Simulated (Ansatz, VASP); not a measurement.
# SiC in VASP and in Ansatz

```
Si C
1.0
     3.33686    0.00000    0.00000
    -1.66843    2.88981    0.00000
     0.00000    0.00000    5.05368
Si C
2 2
Direct
  0.33333 0.66667 0.00456
  0.66667 0.33333 0.50456
  0.33333 0.66667 0.38044
  0.66667 0.33333 0.88044
```

Alike in both runs: task relaxation of the atoms; functional PBE; k mesh 12 × 12 × 6; occupations gaussian, width 0.05 eV; no spin polarisation.

|  | VASP | Ansatz |
| --- | --- | --- |
| version | VASP 6.6.1 | Ansatz 0.2.0 |
| potentials or method | VASP PAW PBE potentials, release 64 (Si, C), cutoff 520 eV | scalar-relativistic, plane waves, PAW |
| valence electrons in the cell | 16 | 16 |

VASP gave:

- gap on the k mesh at the Fermi level, each at its own relaxed structure (eV): 1.79

Task: Which values does Ansatz return?

Result: gap on the k mesh at the Fermi level, each at its own relaxed structure (eV): 1.80.

Ansatz's warnings: stress scf threshold loose.
